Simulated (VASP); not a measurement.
# MgO (Fm-3m) in VASP: further runs, part 2 of 2

VASP 6.6.1. Earlier steps stand in the parts before.

## 4. Phonons, r2SCAN

This run uses another cell than the first one, of 9.29 Å³/atom, 1.020 times its volume.

Input file INCAR:

```
SYSTEM = MgO
PREC     = Accurate       ! precision mode
ENCUT    = 520            ! plane-wave cutoff, eV
EDIFF    = 1E-8           ! SCF threshold, eV
ISMEAR   = 0              ! smearing method
SIGMA    = 0.01           ! smearing width, eV
LREAL    = .False.        ! projectors in reciprocal space
LASPH    = .True.         ! aspherical terms in the spheres
NELM     = 100            ! most SCF steps
ALGO     = Normal         ! electronic algorithm
ISIF     = 2              ! what is computed and relaxed
LWAVE    = .False.        ! write WAVECAR
LCHARG   = .True.         ! write CHGCAR
METAGGA  = R2SCAN         ! meta-GGA
LMIXTAU  = .True.       
NBANDS   = 11             ! bands
IBRION   = 6              ! ionic algorithm
NFREE    = 2            
POTIM    = 0.015          ! step
NSW      = 1              ! ionic steps
```

Input file KPOINTS:

```
regular mesh
0
Gamma
  8 8 8
  0 0 0
```

Input file POSCAR:

```
MgO
1.0
    0.0000000000      2.1021664417      2.1021664417
    2.1021664417      0.0000000000      2.1021664417
    2.1021664417      2.1021664417      0.0000000000
Mg O
1 1
Direct
    0.0000000000      0.0000000000      0.0000000000
    0.5000000000      0.5000000000      0.5000000000
```

Potentials or basis: VASP PAW PBE potentials, release 64 (Mg, O).

The run is started by

```bash
$ cat potpaw_PBE.64/Mg/POTCAR potpaw_PBE.64/O/POTCAR > POTCAR
$ mpirun -np 1 vasp_std > vasp.out
```

OUTCAR:

```text
SYSTEM = MgO
   PREC = Accurate
   ENCUT = 520
   EDIFF = 1E-8
   ISMEAR = 0
   LREAL = .False.
   LASPH = .True.
   NELM = 100
   ISIF = 2
   METAGGA = R2SCAN
   IBRION = 6
   NFREE = 2
   POTIM = 0.015
   NSW = 1

 ion  position               nearest neighbor table
   1  0.000  0.000  0.000-   2 2.10   2 2.10   2 2.10   2 2.10   2 2.10   2 2.10
   2  0.500  0.500  0.500-   1 2.10   1 2.10   1 2.10   1 2.10   1 2.10   1 2.10

  LATTYP: Found a face centered cubic cell.
 ALAT       =     4.2043328834

  Lattice vectors:

 A1 = (   0.0000000000,   2.1021664417,   2.1021664417)
 A2 = (   2.1021664417,   0.0000000000,   2.1021664417)
 A3 = (   2.1021664417,   2.1021664417,   0.0000000000)

Analysis of symmetry for initial positions (statically):
=====================================================================
 Subroutine PRICEL returns:
 Original cell was already a primitive cell.

 Routine SETGRP: Setting up the symmetry group for a
 face centered cubic supercell.

 Subroutine GETGRP returns: Found 48 space group operations
 (whereof 48 operations were pure point group operations)
 out of a pool of 48 trial point group operations.

The static configuration has the point symmetry O_h .

Analysis of symmetry for dynamics (positions and initial velocities):
=====================================================================
 Subroutine PRICEL returns:
 Original cell was already a primitive cell.

 Routine SETGRP: Setting up the symmetry group for a
 face centered cubic supercell.

 Subroutine GETGRP returns: Found 48 space group operations
 (whereof 48 operations were pure point group operations)
 out of a pool of 48 trial point group operations.

The dynamic configuration has the point symmetry O_h .

 Subroutine INISYM returns: Found 48 space group operations
 (whereof 48 operations are pure point group operations),
 and found     1 'primitive' translations

----------------------------------------------------------------------------------------

                                     Primitive cell

  volume of cell :      18.5794

  direct lattice vectors                    reciprocal lattice vectors
     0.000000000  2.102166442  2.102166442    -0.237849863  0.237849863  0.237849863
     2.102166442  0.000000000  2.102166442     0.237849863 -0.237849863  0.237849863
     2.102166442  2.102166442  0.000000000     0.237849863  0.237849863 -0.237849863

  length of vectors
     2.972912292  2.972912292  2.972912292     0.411968047  0.411968047  0.411968047

  position of ions in fractional coordinates (direct lattice)
     0.000000000  0.000000000  0.000000000
     0.500000000  0.500000000  0.500000000

  ion indices of the primitive-cell ions
   primitive index   ion index
                 1           1
[... 111 lines left out ...]
   NGX = 11   NGY = 11   NGZ = 11

--------------------------------------- Ionic step        1  -------------------------------------------

 number of electron       8.0000004 magnetization

 Free energy of the ion-electron system (eV)
  ---------------------------------------------------
  ext. energy  EPLUGINS =         0.00000000
  ---------------------------------------------------
  free energy    TOTEN  =       -16.16108327 eV

  energy without entropy =      -16.16108327  energy(sigma->0) =      -16.16108327

------------------------ aborting loop because EDIFF is reached ----------------------------------------

  FORCE on cell =-STRESS in cart. coord.  units (eV):
  Direction    XX          YY          ZZ          XY          YZ          ZX
  --------------------------------------------------------------------------------------
  -------------------------------------------------------------------------------------
  Total       -0.1319126     -0.1319126     -0.1319126      0.0000000     -0.0000000      0.0000000
  in kB      -11.3753745    -11.3753745    -11.3753745      0.0000000     -0.0000000      0.0000000
  external PRESSURE =     -11.3753745 kB  Pullay stress =       0.0000000 kB
[... 131 lines left out ...]
--------------------------------------- Ionic step        5  -------------------------------------------

 number of electron       8.0000002 magnetization

 Free energy of the ion-electron system (eV)
  ---------------------------------------------------
  ext. energy  EPLUGINS =         0.00000000
  ---------------------------------------------------
  free energy    TOTEN  =       -16.16045033 eV

  energy without entropy =      -16.16045033  energy(sigma->0) =      -16.16045033

 E-fermi :   2.8865     XC(G=0): -11.6232

 val. band max:        2.8161595169   @ k =   0.0000   0.0000   0.0000
 cond. band min:       8.4759751038   @ k =   0.0000   0.0000   0.0000
 fundamental gap:      5.6598155869
 Fermi energy:         2.8865380793

 k-point     1 :       0.0000    0.0000    0.0000
  band No.  band energies     occupation
      1     -15.4125      2.00000
      2       2.8159      2.00000
      3       2.8162      2.00000
      4       2.8162      2.00000
      5       8.4760      0.00000
      6      19.6827      0.00000
      7      19.6832      0.00000
      8      19.6832      0.00000
      9      23.8427      0.00000
     10      25.6171      0.00000
     11      25.6180      0.00000
[... 309 lines left out ...]
 k-point    24 :      -0.3750    0.2500    0.1250
  band No.  band energies     occupation
      1     -14.0034      2.00000
      2      -1.2021      2.00000
      3       0.8625      2.00000
      4       1.8031      2.00000
      5      13.4812      0.00000
      6      16.2022      0.00000
      7      17.5221      0.00000
      8      20.9890      0.00000
      9      24.6551      0.00000
     10      26.3902      0.00000
     11      30.6224      0.00000

 [... further k-points ...]

------------------------ aborting loop because EDIFF is reached ----------------------------------------

  FORCE on cell =-STRESS in cart. coord.  units (eV):
  Direction    XX          YY          ZZ          XY          YZ          ZX
  --------------------------------------------------------------------------------------
  -------------------------------------------------------------------------------------
  Total       -0.1229444     -0.1325829     -0.1325829      0.0000000      0.0000000      0.0000000
  in kB      -10.6020024    -11.4331727    -11.4331727      0.0000000      0.0000000      0.0000000
  external PRESSURE =     -11.1561159 kB  Pullay stress =       0.0000000 kB
[... 17 lines left out ...]
  FREE ENERGIE OF THE ION-ELECTRON SYSTEM (eV)
  ---------------------------------------------------
  free  energy   TOTEN  =       -16.1604503321 eV

  energy  without entropy=      -16.1604503321  energy(sigma->0) =      -16.16045033

 INTERNAL STRAIN TENSORS FROM DISPLACED ATOMS
 ============================================

 INTERNAL STRAIN TENSOR FOR ION    1 for displacements in x,y,z  (eV/Angst):
          X           Y           Z          XY          YZ          ZX
  --------------------------------------------------------------------------------
  x     0.00000     0.00000     0.00000     0.00000     0.00000     0.00000
  y     0.00000     0.00000     0.00000     0.00000     0.00000     0.00000
  z     0.00000     0.00000     0.00000     0.00000     0.00000     0.00000

 INTERNAL STRAIN TENSOR FOR ION    2 for displacements in x,y,z  (eV/Angst):
          X           Y           Z          XY          YZ          ZX
  --------------------------------------------------------------------------------
  x     0.00000     0.00000     0.00000     0.00000     0.00000     0.00000
  y     0.00000     0.00000     0.00000     0.00000     0.00000     0.00000
  z     0.00000     0.00000     0.00000     0.00000     0.00000     0.00000

 Eigenvectors and eigenvalues of the dynamical matrix
 ----------------------------------------------------

   1 f  =   12.018787 THz    75.516264 2PiTHz  400.903572 cm-1    49.705686 meV
             X         Y         Z           dx          dy          dz
      0.000000  0.000000  0.000000     0.061047   -0.617964   -0.075235
      2.102166  2.102166  2.102166    -0.076146    0.770797    0.093842
[... 21 lines left out ...]
   6 f/i=    0.070171 THz     0.440895 2PiTHz    2.340638 cm-1     0.290202 meV
             X         Y         Z           dx          dy          dz
      0.000000  0.000000  0.000000    -0.011962   -0.270819   -0.731606
      2.102166  2.102166  2.102166    -0.009590   -0.217121   -0.586544

 ELASTIC MODULI CONTR FROM IONIC RELAXATION (kBar)
 Direction    XX          YY          ZZ          XY          YZ          ZX
 --------------------------------------------------------------------------------
 XX           0.0000      0.0000      0.0000      0.0000      0.0000      0.0000
 YY           0.0000      0.0000      0.0000      0.0000      0.0000      0.0000
 ZZ           0.0000      0.0000      0.0000      0.0000      0.0000      0.0000
 XY           0.0000      0.0000      0.0000      0.0000      0.0000      0.0000
 YZ           0.0000      0.0000      0.0000      0.0000      0.0000      0.0000
 ZX           0.0000      0.0000      0.0000      0.0000      0.0000      0.0000
 --------------------------------------------------------------------------------
```

It took 4.2 min on 1 thread of Intel Xeon 8259CL, shared host; peak memory 0.16 GiB.

What came out:

| Item | Value |
| --- | --- |
| Highest phonon frequency at Γ, LO-TO splitting left out | 401 cm⁻¹ |

Phonon frequencies in cm⁻¹ (negative: imaginary):
```csv
q point,frequencies
"(0.000, 0.000, 0.000)",-2 -2 -2 401 401 401
```

Caveat: the cell wasn't relaxed at this level first, which shifts response properties; the PAW data sets were made with another functional, which shifts forces and pressure a little.

## 5. Phonons, r2SCAN (volume scaled by 1.020)

Input file INCAR:

```
PREC = Accurate ; ENCUT = 520
EDIFF = 1E-8 ; ISMEAR = 0
SIGMA = 0.01 ; LREAL = F
LASPH = T ; NELM = 80
ALGO = Normal ; ISIF = 2
LWAVE = F ; LCHARG = F
METAGGA = R2SCAN ; LMIXTAU = T
IBRION = 6 ; NFREE = 2
POTIM = 0.015 ; NSW = 1
```

Input file KPOINTS:

```
Automatic mesh
0
Gamma
  8 8 8
```

Input file POSCAR:

```
MgO
1.0
    0.0000000000      2.1160884794      2.1160884794
    2.1160884794      0.0000000000      2.1160884794
    2.1160884794      2.1160884794      0.0000000000
Mg O
1 1
Direct
    0.0000000000      0.0000000000      0.0000000000
    0.5000000000      0.5000000000      0.5000000000
```

Potentials or basis: VASP PAW PBE potentials, release 64 (Mg, O).

The run is started by

```bash
$ cat potpaw_PBE.64/Mg/POTCAR potpaw_PBE.64/O/POTCAR > POTCAR
$ mpirun -np 1 vasp_std > vasp.out
```

OUTCAR:

```text
PREC = Accurate
   ENCUT = 520
   EDIFF = 1E-8
   ISMEAR = 0
   LREAL = F
   LASPH = T
   NELM = 80
   ISIF = 2
   METAGGA = R2SCAN
   IBRION = 6
   NFREE = 2
   POTIM = 0.015
   NSW = 1

 ion  position               nearest neighbor table
   1  0.000  0.000  0.000-   2 2.12   2 2.12   2 2.12   2 2.12   2 2.12   2 2.12
   2  0.500  0.500  0.500-   1 2.12   1 2.12   1 2.12   1 2.12   1 2.12   1 2.12

  LATTYP: Found a face centered cubic cell.
 ALAT       =     4.2321769588

  Lattice vectors:

 A1 = (   0.0000000000,   2.1160884794,   2.1160884794)
 A2 = (   2.1160884794,   0.0000000000,   2.1160884794)
 A3 = (   2.1160884794,   2.1160884794,   0.0000000000)

Analysis of symmetry for initial positions (statically):
=====================================================================
 Subroutine PRICEL returns:
 Original cell was already a primitive cell.

 Routine SETGRP: Setting up the symmetry group for a
 face centered cubic supercell.

 Subroutine GETGRP returns: Found 48 space group operations
 (whereof 48 operations were pure point group operations)
 out of a pool of 48 trial point group operations.

The static configuration has the point symmetry O_h .

Analysis of symmetry for dynamics (positions and initial velocities):
=====================================================================
 Subroutine PRICEL returns:
 Original cell was already a primitive cell.

 Routine SETGRP: Setting up the symmetry group for a
 face centered cubic supercell.

 Subroutine GETGRP returns: Found 48 space group operations
 (whereof 48 operations were pure point group operations)
 out of a pool of 48 trial point group operations.

[... 308 lines left out ...]
 fundamental gap:      5.4605327498
 Fermi energy:         2.7326117437

 k-point     1 :       0.0000    0.0000    0.0000
  band No.  band energies     occupation
      1     -15.4565      2.00000
      2       2.6714      2.00000
      3       2.6717      2.00000
      4       2.6717      2.00000
      5       8.1322      0.00000
      6      19.4211      0.00000
      7      19.4215      0.00000
      8      19.4215      0.00000
[... 243 lines left out ...]
 k-point    24 :      -0.3750    0.2500    0.1250
  band No.  band energies     occupation
      1     -14.1010      2.00000
      2      -1.2687      2.00000
      3       0.7621      2.00000
      4       1.6852      2.00000
      5      13.1893      0.00000
      6      15.8614      0.00000
      7      17.1553      0.00000
      8      20.5930      0.00000

 [... further k-points ...]

------------------------ aborting loop because EDIFF is reached ----------------------------------------

  FORCE on cell =-STRESS in cart. coord.  units (eV):
  Direction    XX          YY          ZZ          XY          YZ          ZX
  --------------------------------------------------------------------------------------
  -------------------------------------------------------------------------------------
  Total       -0.4997798     -0.5088470     -0.5088470      0.0000000      0.0000000      0.0000000
  in kB      -42.2530246    -43.0195944    -43.0195944      0.0000000      0.0000000      0.0000000
  external PRESSURE =     -42.7640711 kB  Pullay stress =       0.0000000 kB
[... 17 lines left out ...]
  FREE ENERGIE OF THE ION-ELECTRON SYSTEM (eV)
  ---------------------------------------------------
  free  energy   TOTEN  =       -16.1547094475 eV

  energy  without entropy=      -16.1547094475  energy(sigma->0) =      -16.15470945

 INTERNAL STRAIN TENSORS FROM DISPLACED ATOMS
 ============================================

 INTERNAL STRAIN TENSOR FOR ION    1 for displacements in x,y,z  (eV/Angst):
          X           Y           Z          XY          YZ          ZX
  --------------------------------------------------------------------------------
  x     0.00000     0.00000     0.00000     0.00000     0.00000     0.00000
  y     0.00000     0.00000     0.00000     0.00000     0.00000     0.00000
  z     0.00000     0.00000     0.00000     0.00000     0.00000     0.00000

 INTERNAL STRAIN TENSOR FOR ION    2 for displacements in x,y,z  (eV/Angst):
          X           Y           Z          XY          YZ          ZX
  --------------------------------------------------------------------------------
  x     0.00000     0.00000     0.00000     0.00000     0.00000     0.00000
  y     0.00000     0.00000     0.00000     0.00000     0.00000     0.00000
  z     0.00000     0.00000     0.00000     0.00000     0.00000     0.00000

 Eigenvectors and eigenvalues of the dynamical matrix
 ----------------------------------------------------

   1 f  =   11.448200 THz    71.931159 2PiTHz  381.870831 cm-1    47.345928 meV
             X         Y         Z           dx          dy          dz
      0.000000  0.000000  0.000000     0.546801    0.304550    0.000000
      2.116088  2.116088  2.116088    -0.681355   -0.379492    0.000000
[... 21 lines left out ...]
   6 f/i=    0.061273 THz     0.384990 2PiTHz    2.043851 cm-1     0.253405 meV
             X         Y         Z           dx          dy          dz
      0.000000  0.000000  0.000000     0.736629   -0.256196    0.000000
      2.116088  2.116088  2.116088     0.591159   -0.205603    0.000000

 ELASTIC MODULI CONTR FROM IONIC RELAXATION (kBar)
 Direction    XX          YY          ZZ          XY          YZ          ZX
 --------------------------------------------------------------------------------
 XX           0.0000      0.0000      0.0000      0.0000      0.0000      0.0000
 YY           0.0000      0.0000      0.0000      0.0000      0.0000      0.0000
 ZZ           0.0000      0.0000      0.0000      0.0000      0.0000      0.0000
 XY           0.0000      0.0000      0.0000      0.0000      0.0000      0.0000
 YZ           0.0000      0.0000      0.0000      0.0000      0.0000      0.0000
 ZX           0.0000      0.0000      0.0000      0.0000      0.0000      0.0000
 --------------------------------------------------------------------------------
```

Run time: 2.9 min. Hardware: 1 thread of Intel Xeon 8259CL, shared host; peak memory 0.16 GiB.

Results:

| Item | Value |
| --- | --- |
| Highest phonon frequency at Γ, LO-TO splitting left out | 382 cm⁻¹ |

Phonon frequencies in cm⁻¹ (negative: imaginary):
```tsv
q point	frequencies
(0.000, 0.000, 0.000)	-2 -2 -2 382 382 382
```

Caveat: the cell differs from its parent crystal (volume scaled by 1.020); the cell wasn't relaxed at this level first, which shifts response properties; the PAW data sets were made with another functional, which shifts forces and pressure a little.
